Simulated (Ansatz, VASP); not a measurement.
**Sr in VASP and in Ansatz**

Contents of INCAR:

```
SYSTEM = Sr
PREC = Accurate ; ENCUT = 520
EDIFF = 1E-7 ; ISMEAR = 0
SIGMA = 0.15 ; LREAL = .FALSE.
LASPH = .TRUE. ; NELM = 100
ALGO = Normal ; ISIF = 2
LWAVE = .FALSE. ; LCHARG = .FALSE.
NBANDS = 17
```

KPOINTS

```
regular mesh
0
G
  15 15 8
  0 0 0
```

POSCAR

```
Sr
1.0
    4.3100002207      0.0000000000      0.0000000000
   -2.1550001104      3.7325696814      0.0000000000
    0.0000000000      0.0000000000      7.0500000000
Sr
2
Direct
    0.3333333333      0.6666666667      0.2500000000
    0.6666666667      0.3333333333      0.7500000000
```

Input for Ansatz:

```yaml
crystal:
  lattice:
    - [4.3100002207, 0.0, 0.0]
    - [-2.1550001104, 3.7325696814, 0.0]
    - [0.0, 0.0, 7.05]
  atoms:
    - { symbol: Sr, position: [0.3333333333, 0.6666666667, 0.25] }
    - { symbol: Sr, position: [0.6666666667, 0.3333333333, 0.75] }
basis:
  ecutwfc: 420
kpoints:
  mp_grid: { grid: [15, 15, 8] }
hamiltonian:
  xc: lda
scf:
  occupations: { method: gaussian, width: 0.15 }
output:
  forces: true
  eigenvalues: true
  stress: true
```

Alike in both runs: task single point; functional LDA; k mesh 15 × 15 × 8; occupations gaussian, width 0.15 eV; no spin polarisation.

|  | VASP | Ansatz |
| --- | --- | --- |
| version | VASP 6.6.1 | Ansatz 0.2.0 |
| potentials or method | VASP PAW LDA potentials, release 64 (Sr_sv), cutoff 520 eV | scalar-relativistic, plane waves, PAW |
| valence electrons in the cell | 20 | 20 |

|  | VASP | Ansatz | Ansatz less VASP |
| --- | --- | --- | --- |
| gap on the k mesh at the Fermi level (eV) | none | none | - |
| pressure (GPa) | -1.6 | -1.6 | +0.01 |

LDA's correlation is that of Perdew and Zunger in VASP and of Perdew and Wang (1992) in Ansatz. A gap of «none» marks a metal or a gap that the smearing closes.
